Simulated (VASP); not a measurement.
# BiAs (zincblende type) (F-43m) in VASP: further runs

BiAs (zincblende type) is run at these levels: PBE; tasks: single point, relaxation of cell and atoms.

Everything below comes from runs of VASP 6.6.1. Logs are shortened: lines on timing, memory, paths and dates and some standing lists are left out, and cuts for length are marked.

## (1) The cell of the first run

The structure is cubic, space group F-43m (No. 216). The conventional cell has a = 6.706 Å, b = 6.706 Å, c = 6.706 Å, α = 90.00°, β = 90.00°, γ = 90.00°. Within 3.8 Å of As (site symmetry -43m) lie 4 Bi at 2.90 Å. Bi (site symmetry -43m) has 4 As at 2.90 Å within 3.8 Å.

## (2) Single point, PBE

Input file INCAR:

```
SYSTEM = BiAs
  PREC = Accurate
  ENCUT = 520
  EDIFF = 1E-6
  ISMEAR = -1
  SIGMA = 0.05
  LREAL = .FALSE.
  LASPH = .TRUE.
  NELM = 60
  ALGO = Normal
  ISIF = 2
  LWAVE = .FALSE.
  LCHARG = .FALSE.
  GGA = PE
  NBANDS = 17
```

Input file KPOINTS:

```
Automatic mesh
0
G
  14 14 14
  0 0 0
```

Input file POSCAR:

```
BiAs
1.0
    0.0000000000      3.3531471192      3.3531471192
    3.3531471192      0.0000000000      3.3531471192
    3.3531471192      3.3531471192      0.0000000000
As Bi
1 1
Direct
    0.0000000000      0.0000000000      0.0000000000
    0.2500000000      0.2500000000      0.2500000000
```

Potentials or basis: VASP PAW PBE potentials, release 64 (As, Bi_d).

The run is started by

```
$ cat potpaw_PBE.64/As/POTCAR potpaw_PBE.64/Bi_d/POTCAR > POTCAR
$ mpirun -np 1 vasp_std > vasp.out
```

OUTCAR:

```text
SYSTEM = BiAs
   PREC = Accurate
   ENCUT = 520
   EDIFF = 1E-6
   ISMEAR = -1
   LREAL = .FALSE.
   LASPH = .TRUE.
   NELM = 60
   ISIF = 2
   GGA = PE

 ion  position               nearest neighbor table
   1  0.000  0.000  0.000-   2 2.90   2 2.90   2 2.90   2 2.90
   2  0.250  0.250  0.250-   1 2.90   1 2.90   1 2.90   1 2.90

  LATTYP: Found a face centered cubic cell.
 ALAT       =     6.7062942384

  Lattice vectors:

 A1 = (   0.0000000000,   3.3531471192,   3.3531471192)
 A2 = (   3.3531471192,   0.0000000000,   3.3531471192)
 A3 = (   3.3531471192,   3.3531471192,   0.0000000000)

Analysis of symmetry for initial positions (statically):
=====================================================================
 Subroutine PRICEL returns:
 Original cell was already a primitive cell.

 Routine SETGRP: Setting up the symmetry group for a
 face centered cubic supercell.

 Subroutine GETGRP returns: Found 24 space group operations
 (whereof 24 operations were pure point group operations)
 out of a pool of 48 trial point group operations.

The static configuration has the point symmetry T_d .

Analysis of symmetry for dynamics (positions and initial velocities):
=====================================================================
 Subroutine PRICEL returns:
 Original cell was already a primitive cell.

 Routine SETGRP: Setting up the symmetry group for a
 face centered cubic supercell.

 Subroutine GETGRP returns: Found 24 space group operations
 (whereof 24 operations were pure point group operations)
 out of a pool of 48 trial point group operations.

The dynamic configuration has the point symmetry T_d .

 Subroutine INISYM returns: Found 24 space group operations
 (whereof 24 operations are pure point group operations),
 and found     1 'primitive' translations

----------------------------------------------------------------------------------------

                                     Primitive cell

  volume of cell :      75.4029

  direct lattice vectors                    reciprocal lattice vectors
     0.000000000  3.353147119  3.353147119    -0.149113648  0.149113648  0.149113648
     3.353147119  0.000000000  3.353147119     0.149113648 -0.149113648  0.149113648
     3.353147119  3.353147119  0.000000000     0.149113648  0.149113648 -0.149113648

  length of vectors
[... 66 lines left out ...]
   total plane-waves  NPLWV =  46656
   dimension x,y,z NGX =    36 NGY =   36 NGZ =   36
   dimension x,y,z NGXF=    72 NGYF=   72 NGZF=   72
   ions per type =               1   1
   NGX,Y,Z   is equivalent  to a cutoff of  12.62, 12.62, 12.62 a.u.
   NGXF,Y,Z  is equivalent  to a cutoff of  25.24, 25.24, 25.24 a.u.
 SYSTEM =  BiAs
   PREC   = accura    normal or accurate (medium, high low for compatibility)
   ISTART =      0    job   : 0-new  1-cont  2-samecut
   ICHARG =      2    charge: 1-file 2-atom 10-const
   ISPIN  =      1    spin polarized calculation?
   LNONCOLLINEAR =      F non collinear calculations
   LSORBIT =      F    spin-orbit coupling
   LASPH  =      T    aspherical Exc in radial PAW
   ENCUT  =  520.0 eV  38.22 Ry    6.18 a.u.   8.82  8.82  8.82*2*pi/ulx,y,z
   NELM   =     60;   NELMIN=  2; NELMDL= -5     # of ELM steps
   EDIFF  = 0.1E-05   stopping-criterion for ELM
   LREAL  =      F    real-space projection
[... 7 lines left out ...]
   TEBEG  =    0.0;   TEEND  =   0.0 temperature during run
   PSTRESS=    0.0 pullay stress
   NELECT =      20.0000    total number of electrons
   NUPDOWN=      -1.0000    fix difference up-down
   EMIN   =  10.00;   EMAX   =-10.00  energy-range for DOS
   EFERMI =   0.00;   METHOD = LEGACY
   ISMEAR =    -1;   SIGMA  =   0.05  broadening in eV -4-tet -1-fermi 0-gaus
   EFERMI_NEDOS =   21; number of points for ismear=-14 and -15
   IALGO  =     38    algorithm
   IMIX   =      4    mixing-type and parameters
     AMIX     =   0.40;   BMIX     =  1.00
     AMIX_MAG =   1.60;   BMIX_MAG =  1.00
  volume/ion in A,a.u.               =      37.70       254.42
  Fermi-wavevector in a.u.,A,eV,Ry     =   1.051854  1.987716 15.053449  1.106397
  Thomas-Fermi vector in A             =   2.186914
   LORBIT       =      0    0 simple, 1 ext, 2 COOP (PROOUT), +10 PAW based schemes
   GGA     = PE    functional components
   LHFCALC =     F    Hartree Fock is set to
   AEXX    =    0.0000 exact exchange contribution
   IVDW    =     0    specifies the selected vdW correction
   LEPSILON=     F    determine dielectric tensor
   LRPA    =     F    only Hartree local field effects (RPA)
 non-spin polarized calculation
  energy-cutoff  :      520.00
  volume of cell :       75.40
 maximum number of plane-waves:      2085
   NGX = 17   NGY = 17   NGZ = 17

 number of electron      20.0000008 magnetization

 Free energy of the ion-electron system (eV)
  ---------------------------------------------------
  ext. energy  EPLUGINS =         0.00000000
  ---------------------------------------------------
  free energy    TOTEN  =        -8.15069894 eV

  energy without entropy =       -8.14414745  energy(sigma->0) =       -8.14742320

 E-fermi :   3.4133     XC(G=0):  -8.2276

 val. band max:        3.4119001365   @ k =  -0.4286   0.4286   0.1429
 cond. band min:       3.4535737430   @ k =  -0.2857   0.4286   0.1429
 fundamental gap:      0.0416736065
 Fermi energy:         3.4133104416

 k-point     1 :       0.0000    0.0000    0.0000
  band No.  band energies     occupation
      1     -19.5252      2.00000
      2     -19.5252      2.00000
      3     -19.5252      2.00000
      4     -19.5081      2.00000
      5     -19.5081      2.00000
      6      -9.4175      2.00000
[... 457 lines left out ...]
      4     -19.5087      2.00000
      5     -19.5070      2.00000
      6      -8.9029      2.00000
[... 9 lines left out ...]
     16      11.0384      0.00000
     17      12.0588      0.00000

 [... further k-points ...]
[... 5 lines left out ...]
  --------------------------------------------------------------------------------------
  -------------------------------------------------------------------------------------
  Total        0.0019259      0.0019259      0.0019259     -0.0000000      0.0000000      0.0000000
  in kB        0.0409214      0.0409214      0.0409214     -0.0000000      0.0000000      0.0000000
  external PRESSURE =       0.0409214 kB  Pullay stress =       0.0000000 kB

 VOLUME and BASIS-vectors are now :
 -----------------------------------------------------------------------------
  energy-cutoff  :      520.00
  volume of cell :       75.40
      direct lattice vectors                 reciprocal lattice vectors
     0.000000000  3.353147119  3.353147119    -0.149113648  0.149113648  0.149113648
     3.353147119  0.000000000  3.353147119     0.149113648 -0.149113648  0.149113648
     3.353147119  3.353147119  0.000000000     0.149113648  0.149113648 -0.149113648

 POSITION                                       TOTAL-FORCE (eV/Angst)
 -----------------------------------------------------------------------------------
      0.00000      0.00000      0.00000         0.000000      0.000000     -0.000000
      1.67657      1.67657      1.67657        -0.000000     -0.000000      0.000000
 -----------------------------------------------------------------------------------
    total drift:                                0.000000      0.000000      0.000000

  FREE ENERGIE OF THE ION-ELECTRON SYSTEM (eV)
  ---------------------------------------------------
  free  energy   TOTEN  =        -8.1506989443 eV

  energy  without entropy=       -8.1441474532  energy(sigma->0) =       -8.14742320
```

stdout:

```text
POSCAR found type information on POSCAR AsBi
 POSCAR found :  2 types and       2 ions
 scaLAPACK will be used
 LDA part: xc-table for (Slater+PW92), standard interpolation
 POSCAR, INCAR and KPOINTS ok, starting setup
 FFT: planning ... GRIDC
 FFT: planning ... GRID_SOFT
 FFT: planning ... GRID
 WAVECAR not read
 entering main loop
```

Run time: 50 s. Hardware: 1 thread of AMD EPYC 9R45 (Zen 5), shared host; peak memory 0.27 GiB.

What came out:

- Free energy: -8.1507 eV
- Pressure: 0.0 GPa
- Band gap on the k mesh: zero (bands 10 and 11 overlap by 0.78 eV)

Levels at points of the mesh, in eV from the Fermi level:
```
           k point  band 8  band 9  band 10  band 11  band 12  band 13
(0.00, 0.00, 0.00)   -1.55   -1.55    -1.55     0.95     0.95     0.95
(0.50, 0.00, 0.00)   -2.49   -2.38    -2.38     2.03     2.03     4.02
(0.50, 0.50, 0.00)   -3.30   -3.30    -0.50    -0.37     4.64     4.64
```

Caveat: spin-orbit coupling is left out, which moves the levels of the heavy elements.

(Continued in part 2 of 2.)

The gap in the log of VASP goes by the Fermi energy; the results here count the filled bands.